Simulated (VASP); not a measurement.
Runs of VASP 6.6.1 on Re. The structure is that of space group P6/mmm (No. 191), or close to it. The cells are those of the table. This isn't the form of Re at room conditions, which is hcp.

```tsv
task	potentials or basis	cell	cutoff (eV)	gap on the mesh (eV)	pressure (GPa)	relaxed volume (Å³/atom)
relaxation of cell and atoms	VASP PAW PBE potentials, release 64 (Re)	relaxed from a = 4.385, b = 4.385, c = 2.735 Å, angles 90.0, 90.0, 120.0°, 3 atoms	600	none	0.0	15.17
single point	VASP PAW PBE potentials, release 64 (Re)	a = 4.379, b = 4.379, c = 2.745 Å, angles 90.0, 90.0, 120.0°, 3 atoms	520	none	(a)	-
single point	VASP PAW PBE potentials, release 64 (Re_sv_GW)	a = 4.379, b = 4.379, c = 2.745 Å, angles 90.0, 90.0, 120.0°, 3 atoms	500	none	-2.4	-
relaxation of cell and atoms	VASP PAW PBE potentials, release 64 (Re)	relaxed from a = 4.394, b = 4.394, c = 2.720 Å, angles 90.0, 90.0, 120.0°, 3 atoms	600	none	0.0	15.17
```

Alike in all rows: level PBE; no spin polarisation; k mesh 12 × 12 × 16; smearing gaussian 0.1 eV.

Estimate the missing entries.

(a) -0.8.

Caveats: spin-orbit coupling is left out, which moves the levels of the heavy elements.

A k mesh can miss the band edges, and the runs leave out spin-orbit coupling on Re.

A gap of «none» marks levels without a gap at the run's occupations.

The runs don't all hold the same shells in valence.
